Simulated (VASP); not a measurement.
# Mo (Im-3m) in VASP: elastic constants with PBEsol

Aim: the elastic constants of Mo with PBEsol.

Program: VASP 6.6.1. These are calculated values, not measurements. Logs are shortened: lines on timing, memory, paths and dates and some standing lists are left out, and cuts for length are marked.

**1. The cell of the first run**

It takes space group Im-3m (No. 229, cubic). The conventional cell has a = 3.002 Å, b = 3.002 Å, c = 3.002 Å, α = 90.00°, β = 90.00°, γ = 90.00°. Mo (site symmetry m-3m) has 14 Mo at 2.60 to 3.00 Å within 3.4 Å.

**2. Elastic constants, PBEsol**

Contents of INCAR:

```
PREC = Accurate
ENCUT = 600
EDIFF = 1E-8
ISMEAR = -1
SIGMA = 0.1
LREAL = F
LASPH = T
NELM = 80
ALGO = Fast
ISIF = 3
LWAVE = F
LCHARG = F
GGA = PS
NBANDS = 13
IBRION = 6
NFREE = 2
POTIM = 0.015
NSW = 1
```

Contents of KPOINTS:

```
Automatic mesh
0
Gamma
  20 20 20
```

Contents of POSCAR:

```
Mo
1.0
   -1.5012165497      1.5012165497      1.5012165497
    1.5012165497     -1.5012165497      1.5012165497
    1.5012165497      1.5012165497     -1.5012165497
Mo
1
Direct
    0.0000000000      0.0000000000      0.0000000000
```

Potentials or basis: VASP PAW PBE potentials, release 64 (Mo_sv).

Command:

```sh
> cat potpaw_PBE.64/Mo_sv/POTCAR > POTCAR
> mpirun -np 1 vasp_std > vasp.out
```

OUTCAR:

```text
PREC = Accurate
   ENCUT = 600
   EDIFF = 1E-8
   ISMEAR = -1
   LREAL = F
   LASPH = T
   NELM = 80
   ISIF = 3
   GGA = PS
   IBRION = 6
   NFREE = 2
   POTIM = 0.015
   NSW = 1

 ion  position               nearest neighbor table
   1  0.000  0.000  0.000-

  LATTYP: Found a body centered cubic cell.
 ALAT       =     3.0024330994

  Lattice vectors:

 A1 = (  -1.5012165497,   1.5012165497,   1.5012165497)
 A2 = (   1.5012165497,  -1.5012165497,   1.5012165497)
 A3 = (   1.5012165497,   1.5012165497,  -1.5012165497)

Analysis of symmetry for initial positions (statically):
=====================================================================
 Subroutine PRICEL returns:
 Original cell was already a primitive cell.

 Routine SETGRP: Setting up the symmetry group for a
 body centered cubic supercell.

 Subroutine GETGRP returns: Found 48 space group operations
 (whereof 48 operations were pure point group operations)
 out of a pool of 48 trial point group operations.

The static configuration has the point symmetry O_h .

Analysis of symmetry for dynamics (positions and initial velocities):
=====================================================================
 Subroutine PRICEL returns:
 Original cell was already a primitive cell.

 Routine SETGRP: Setting up the symmetry group for a
 body centered cubic supercell.

 Subroutine GETGRP returns: Found 48 space group operations
 (whereof 48 operations were pure point group operations)
 out of a pool of 48 trial point group operations.

The dynamic configuration has the point symmetry O_h .

 Subroutine INISYM returns: Found 48 space group operations
 (whereof 48 operations are pure point group operations),
 and found     1 'primitive' translations

----------------------------------------------------------------------------------------

                                     Primitive cell

  volume of cell :      13.5329

  direct lattice vectors                    reciprocal lattice vectors
    -1.501216550  1.501216550  1.501216550     0.000000000  0.333063208  0.333063208
     1.501216550 -1.501216550  1.501216550     0.333063208  0.000000000  0.333063208
     1.501216550  1.501216550 -1.501216550     0.333063208  0.333063208  0.000000000

  length of vectors
     2.600183337  2.600183337  2.600183337     0.471022506  0.471022506  0.471022506

  position of ions in fractional coordinates (direct lattice)
     0.000000000  0.000000000  0.000000000

  ion indices of the primitive-cell ions
   primitive index   ion index
                 1           1

----------------------------------------------------------------------------------------

 KPOINTS: Automatic mesh

Automatic generation of k-mesh.
 Grid dimensions read from file:
 generate k-points for:   20   20   20

 Generating k-lattice:

  Cartesian coordinates                     Fractional coordinates (reciprocal lattice)
     0.000000000  0.016653160  0.016653160     0.050000000  0.000000000  0.000000000
     0.016653160  0.000000000  0.016653160     0.000000000  0.050000000  0.000000000
     0.016653160  0.016653160  0.000000000     0.000000000  0.000000000  0.050000000

  Length of vectors
     0.023551125  0.023551125  0.023551125

  Shift w.r.t. Gamma in fractional coordinates (k-lattice)
     0.000000000  0.000000000  0.000000000

 Subroutine IBZKPT returns following result:
 ===========================================

 Found    256 irreducible k-points:

 Following reciprocal coordinates:
            Coordinates               Weight
  0.000000  0.000000  0.000000      1.000000
  0.050000  0.000000  0.000000     12.000000
  0.100000  0.000000  0.000000     12.000000
  0.150000  0.000000  0.000000     12.000000
  0.200000  0.000000  0.000000     12.000000
  0.250000  0.000000  0.000000     12.000000
[... 16 lines left out ...]
  0.200000  0.100000  0.000000     48.000000
  0.250000  0.100000  0.000000     48.000000
 [... further k-points ...]
   k-points           NKPTS =    256   k-points in BZ     NKDIM =    256   number of bands    NBANDS=     13
   number of dos      NEDOS =    301   number of ions     NIONS =      1
   total plane-waves  NPLWV =  13824
   dimension x,y,z NGX =    24 NGY =   24 NGZ =   24
   dimension x,y,z NGXF=    48 NGYF=   48 NGZF=   48
[... 22 lines left out ...]
   TEBEG  =    0.0;   TEEND  =   0.0 temperature during run
   PSTRESS=    0.0 pullay stress
   NELECT =      14.0000    total number of electrons
   NUPDOWN=      -1.0000    fix difference up-down
   EMIN   =  10.00;   EMAX   =-10.00  energy-range for DOS
   EFERMI =   0.00;   METHOD = LEGACY
   ISMEAR =    -1;   SIGMA  =   0.10  broadening in eV -4-tet -1-fermi 0-gaus
   EFERMI_NEDOS =   21; number of points for ismear=-14 and -15
   IALGO  =     68    algorithm
   IMIX   =      4    mixing-type and parameters
     AMIX     =   0.40;   BMIX     =  1.00
     AMIX_MAG =   1.60;   BMIX_MAG =  1.00
  volume/ion in A,a.u.               =      13.53        91.32
  Fermi-wavevector in a.u.,A,eV,Ry     =   1.655722  3.128861 37.299234  2.741416
  Thomas-Fermi vector in A             =   2.743770
   LORBIT       =      0    0 simple, 1 ext, 2 COOP (PROOUT), +10 PAW based schemes
   GGA     = PS    functional components
   LHFCALC =     F    Hartree Fock is set to
   AEXX    =    0.0000 exact exchange contribution
   IVDW    =     0    specifies the selected vdW correction
   LEPSILON=     F    determine dielectric tensor
   LRPA    =     F    only Hartree local field effects (RPA)
 finite differences with symmetry
 non-spin polarized calculation
 RMM-DIIS sequential band-by-band and
  energy-cutoff  :      600.00
  volume of cell :       13.53
 maximum number of plane-waves:       466
 NGX is ok and might be reduce to    24
   NGX = 11   NGY = 11   NGZ = 11

--------------------------------------- Ionic step        1  -------------------------------------------

 number of electron      14.0000000 magnetization

 Free energy of the ion-electron system (eV)
  ---------------------------------------------------
  ext. energy  EPLUGINS =         0.00000000
  ---------------------------------------------------
  free energy    TOTEN  =       -11.55287604 eV

  energy without entropy =      -11.53283668  energy(sigma->0) =      -11.54285636

------------------------ aborting loop because EDIFF is reached ----------------------------------------

  FORCE on cell =-STRESS in cart. coord.  units (eV):
  Direction    XX          YY          ZZ          XY          YZ          ZX
  --------------------------------------------------------------------------------------
  -------------------------------------------------------------------------------------
  Total        3.8761230      3.8761230      3.8761230      0.0000000      0.0000000      0.0000000
  in kB      458.9000586    458.9000586    458.9000586      0.0000000      0.0000000      0.0000000
  external PRESSURE =     458.9000586 kB  Pullay stress =       0.0000000 kB
[... 86 lines left out ...]
  FREE ENERGIE OF THE ION-ELECTRON SYSTEM (eV)
  ---------------------------------------------------
  free  energy   TOTEN  =       -11.4875836018 eV

  energy  without entropy=      -11.4676521724  energy(sigma->0) =      -11.47761789

[... ionic steps 4 to 12 ...]

--------------------------------------- Ionic step       13  -------------------------------------------

 number of electron      14.0000000 magnetization

------------------------ aborting loop because EDIFF is reached ----------------------------------------
[... 65 lines left out ...]
--------------------------------------- Ionic step       15  -------------------------------------------

 number of electron      14.0000000 magnetization

 Free energy of the ion-electron system (eV)
  ---------------------------------------------------
  ext. energy  EPLUGINS =         0.00000000
  ---------------------------------------------------
  free energy    TOTEN  =       -11.55287559 eV

  energy without entropy =      -11.53283623  energy(sigma->0) =      -11.54285591

 E-fermi :  14.9693     XC(G=0): -14.3602

 val. band max:       14.9446716258   @ k =  -0.2500   0.3500   0.1000
 cond. band min:      14.9703240487   @ k =  -0.3000   0.3000   0.1500
 fundamental gap:      0.0256524229
 Fermi energy:        14.9692629125

 k-point     1 :       0.0000    0.0000    0.0000
  band No.  band energies     occupation
      1     -46.3433      2.00000
      2     -19.2044      2.00000
      3     -19.2044      2.00000
      4     -19.2044      2.00000
      5       7.2375      2.00000
      6      13.2449      2.00000
      7      13.2449      2.00000
      8      13.2449      2.00000
      9      16.8349      0.00000
     10      16.8349      0.00000
     11      29.8966      0.00000
     12      29.8966      0.00000
     13      29.8966      0.00000
[... 354 lines left out ...]
  band No.  band energies     occupation
      1     -46.0199      2.00000
      2     -20.7031      2.00000
      3     -19.6897      2.00000
      4     -19.2985      2.00000
      5       9.6743      2.00000
      6      11.5412      2.00000
      7      13.1740      2.00000
      8      16.1027      0.00002
      9      17.5170      0.00000
     10      18.1160      0.00000
     11      29.9690      0.00000
     12      32.0154      0.00000
     13      35.6513      0.00000

 [... further k-points ...]
[... 5 lines left out ...]
  --------------------------------------------------------------------------------------
  -------------------------------------------------------------------------------------
  Total        3.8763705      3.8763705      3.8763705     -0.0000000      0.0000000      0.0000000
  in kB      458.9293534    458.9293534    458.9293534     -0.0000000      0.0000000      0.0000000
  external PRESSURE =     458.9293534 kB  Pullay stress =       0.0000000 kB
[... 16 lines left out ...]
  FREE ENERGIE OF THE ION-ELECTRON SYSTEM (eV)
  ---------------------------------------------------
  free  energy   TOTEN  =       -11.5528755861 eV

  energy  without entropy=      -11.5328362260  energy(sigma->0) =      -11.54285591

 INTERNAL STRAIN TENSORS FROM STRAINED CELLS
 ============================================

 INTERNAL STRAIN TENSOR FOR ION    1 for displacements in x,y,z  (eV/Angst):
          X           Y           Z          XY          YZ          ZX
  --------------------------------------------------------------------------------
  x     0.00000     0.00000     0.00000     0.00000     0.00000     0.00000
  y     0.00000    -0.00000    -0.00000    -0.00000    -0.00000    -0.00000
  z    -0.00000     0.00000     0.00000     0.00000     0.00000    -0.00000

 INTERNAL STRAIN TENSORS FROM DISPLACED ATOMS
 ============================================

 INTERNAL STRAIN TENSOR FOR ION    1 for displacements in x,y,z  (eV/Angst):
          X           Y           Z          XY          YZ          ZX
  --------------------------------------------------------------------------------
  x     0.00000     0.00000     0.00000     0.00000     0.00000     0.00000
  y     0.00000     0.00000     0.00000     0.00000     0.00000     0.00000
  z     0.00000     0.00000     0.00000     0.00000     0.00000     0.00000

 Eigenvectors and eigenvalues of the dynamical matrix
 ----------------------------------------------------

   1 f  =    0.000000 THz     0.000000 2PiTHz    0.000000 cm-1     0.000000 meV
             X         Y         Z           dx          dy          dz
      0.000000  0.000000  0.000000     1.000000    0.000000    0.000000

   2 f  =    0.000000 THz     0.000000 2PiTHz    0.000000 cm-1     0.000000 meV
             X         Y         Z           dx          dy          dz
      0.000000  0.000000  0.000000     0.000000    1.000000    0.000000

   3 f  =    0.000000 THz     0.000000 2PiTHz    0.000000 cm-1     0.000000 meV
             X         Y         Z           dx          dy          dz
      0.000000  0.000000  0.000000     0.000000    0.000000    1.000000

--------------------------------------------------------------------------------------------------------

 ELASTIC MODULI CONTR FROM IONIC RELAXATION (kBar)
 Direction    XX          YY          ZZ          XY          YZ          ZX
 --------------------------------------------------------------------------------
 XX           0.0000      0.0000      0.0000      0.0000      0.0000      0.0000
 YY           0.0000      0.0000      0.0000      0.0000      0.0000      0.0000
 ZZ           0.0000      0.0000      0.0000      0.0000      0.0000      0.0000
 XY           0.0000      0.0000      0.0000      0.0000      0.0000      0.0000
 YZ           0.0000      0.0000      0.0000      0.0000      0.0000      0.0000
 ZX           0.0000      0.0000      0.0000      0.0000      0.0000      0.0000
 --------------------------------------------------------------------------------

 TOTAL ELASTIC MODULI (kBar)
 Direction    XX          YY          ZZ          XY          YZ          ZX
 --------------------------------------------------------------------------------
 XX        6856.9606   2719.1202   2719.1202      0.0000     -0.0000      0.0000
 YY        2719.1202   6856.9606   2719.1202      0.0000      0.0000     -0.0000
 ZZ        2719.1202   2719.1202   6856.9606      0.0000      0.0000     -0.0000
 XY           0.0000      0.0000      0.0000   1612.0735      0.0000      0.0000
 YZ          -0.0000      0.0000      0.0000      0.0000   1612.0735      0.0000
 ZX           0.0000     -0.0000     -0.0000      0.0000      0.0000   1612.0735
 --------------------------------------------------------------------------------
```

It took 31 min on 1 thread of Intel Xeon Platinum 8488C (Sapphire Rapids), shared host; peak memory 0.83 GiB.

Results:

```
Elastic constants C11, C12, C44 : 686, 272, 161 GPa
Voigt bulk modulus              : 410 GPa
```

Elastic tensor in Voigt notation (GPa, in the Cartesian axes of the cell as first typed):
```
686 272 272   0   0   0
272 686 272   0   0   0
272 272 686   0   0   0
  0   0   0 161   0   0
  0   0   0   0 161   0
  0   0   0   0   0 161
```

Clamped-ion elastic tensor (GPa):
```
686 272 272   0   0   0
272 686 272   0   0   0
272 272 686   0   0   0
  0   0   0 161   0   0
  0   0   0   0 161   0
  0   0   0   0   0 161
```

Caveat: the cell is under stress, which shifts elastic constants; the PAW data sets were made with another functional, which shifts forces and pressure a little.
